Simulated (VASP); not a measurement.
Here is a VASP 6.6.1 calculation.

POSCAR

```
Ca
1.0
    0.0000000000      2.7942000000      2.7942000000
    2.7942000000      0.0000000000      2.7942000000
    2.7942000000      2.7942000000      0.0000000000
Ca
1
Direct
    0.0000000000      0.0000000000      0.0000000000
```

INCAR.step1

```
SYSTEM = Ca
  ALGO = Normal
  EDIFF = 1E-4
  ENCUT = 520
  GGA = PE
  ISMEAR = -1
  LASPH = .TRUE.
  LCHARG = .FALSE.
  LREAL = .FALSE.
  LWAVE = .TRUE.
  NBANDS = 11
  NELM = 80
  PREC = Accurate
  SIGMA = 0.05
```

Contents of INCAR.step2:

```
SYSTEM = Ca
  ALGO = Normal
  EDIFF = 1E-6
  ENCUT = 520
  ISIF = 2
  ISMEAR = -1
  ISTART = 1
  LASPH = .TRUE.
  LCHARG = .FALSE.
  LMIXTAU = .TRUE.
  LREAL = .FALSE.
  LWAVE = .FALSE.
  METAGGA = R2SCAN
  NBANDS = 11
  NELM = 80
  PREC = Accurate
  SIGMA = 0.05
```

Contents of KPOINTS:

```
k-points
0
G
  8 8 8
  0 0 0
```

Potentials or basis: VASP PAW PBE potentials, release 64 (Ca_sv).

Launch:

```console
$ cat potpaw_PBE.64/Ca_sv/POTCAR > POTCAR
$ cp INCAR.step1 INCAR
$ mpirun -np 1 vasp_std > vasp.out
$ cp INCAR.step2 INCAR
$ mpirun -np 1 vasp_std > vasp.out
```

Problem. Estimate the pressure.

Solution. -0.1 GPa.

Problem. Estimate the band gap on the k mesh.

Solution. Zero (bands 5 and 6 overlap by 0.58 eV).

Caveat: the PAW data sets were made with another functional, which shifts forces and pressure a little.
